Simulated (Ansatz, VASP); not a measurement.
## One calculation of Ta2Si4B, two programs

```
Ta Si B
1.0
     5.49880    0.00000    0.00000
     0.00000    5.49880    0.00000
     0.00000    0.00000    3.66302
Ta Si B
2 4 1
Direct
  0.50000 0.00000 0.50000
  0.00000 0.50000 0.50000
  0.26259 0.26259 0.00000
  0.73741 0.26259 0.00000
  0.73741 0.73741 0.00000
  0.26259 0.73741 0.00000
  0.00000 0.00000 0.00000
```

Alike in both runs: functional PBE; k mesh 4 × 4 × 6; occupations gaussian, width 0.1 eV; no spin polarisation.

Ansatz relaxed the structure, and its values are those at the end. VASP's run is a single point on that final structure, the one shown.

```csv
,VASP,Ansatz
version,VASP 6.6.1,Ansatz 0.2.0
potentials or method,"VASP PAW PBE potentials, release 64 (Ta_pv, Si, B), cutoff 520 eV","scalar-relativistic, plane waves, PAW"
valence electrons in the cell,41,45
```

```csv
,VASP,Ansatz,Ansatz less VASP
gap on the k mesh at the Fermi level (eV),none,none,-
pressure (GPa),-0.1,-0.1,-0.02
rms of the force components (eV/Å),0.024,0.024,+0.0004
```

A gap of «none» marks a metal or a gap that the smearing closes. The functional is the same, so the differences come from potentials, cutoffs and numerics. VASP's potentials hold 41 valence electrons a cell and Ansatz's 45, so a difference there can come from the potentials and not from the codes.

Neither program's run includes spin-orbit coupling.
